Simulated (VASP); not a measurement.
KF:

```xyz
2
Lattice="3.1306 0.0000 0.0000 0.0000 3.1306 0.0000 0.0000 0.0000 3.1306" Properties=species:S:1:pos:R:3 pbc="T T T"
K     0.0000    0.0000    0.0000
F     1.5653    1.5653    1.5653
```

This cell differs from its parent crystal: strain -1.5%.

Base run:

| Quantity | Value |
| --- | --- |
| Program | VASP 6.6.1 |
| Functional | PBE |
| Potentials or basis | VASP PAW PBE potentials, release 64 (K_sv, F) |
| Cutoff | 520 eV |
| k mesh | 8 × 8 × 8 |
| Occupations | fermi-dirac, width 0.02 eV |
| Spin | no spin polarisation |

Its results: band gap on the k mesh 7.16 eV, indirect (least direct gap 7.19 eV); pressure 5.4 GPa.

The run is repeated on the same cell with these changes: functional from PBE to r2SCAN; occupations from fermi-dirac, width 0.02 eV to gaussian, width 0.01 eV. What comes out?

Band gap on the k mesh 8.12 eV, indirect (least direct gap 8.14 eV); pressure 2.2 GPa.

Caveats: the PAW data sets were made with another functional, which shifts forces and pressure a little (some runs).

A k mesh can miss the band edges.
